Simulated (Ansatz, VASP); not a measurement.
One calculation of TaN, two programs

```
Ta N
1.0
     0.00000    2.17900    2.17900
     2.17900    0.00000    2.17900
     2.17900    2.17900    0.00000
Ta N
1 1
Direct
  0.50000 0.50000 0.50000
  0.00000 0.00000 0.00000
```

Alike in both runs: task relaxation of cell and atoms; functional PBE; k mesh 11 × 11 × 11; occupations fermi-dirac, width 0.02 eV; no spin polarisation.

|  | VASP | Ansatz |
| --- | --- | --- |
| version | VASP 6.6.1 | Ansatz 0.2.0 |
| potentials or method | VASP PAW PBE potentials, release 64 (Ta_pv, N) | PAW with Ansatz's default frozen-core files, scalar-relativistic |
| plane-wave cutoff (eV) | 600 | 420 |
| valence electrons in the cell | 16 | 18 |

VASP gave:

* relaxed volume (Å³/atom): 10.80
* relaxed cell length with the largest relative difference (Å): 3.126

Problem. What did Ansatz give for the same quantities?

Solution. Relaxed volume (Å³/atom): 10.77; relaxed cell length with the largest relative difference (Å): 3.123.

VASP's potentials hold 16 valence electrons a cell and Ansatz's 18, so a difference there can come from the potentials and not from the codes.

Neither program's run includes spin-orbit coupling.
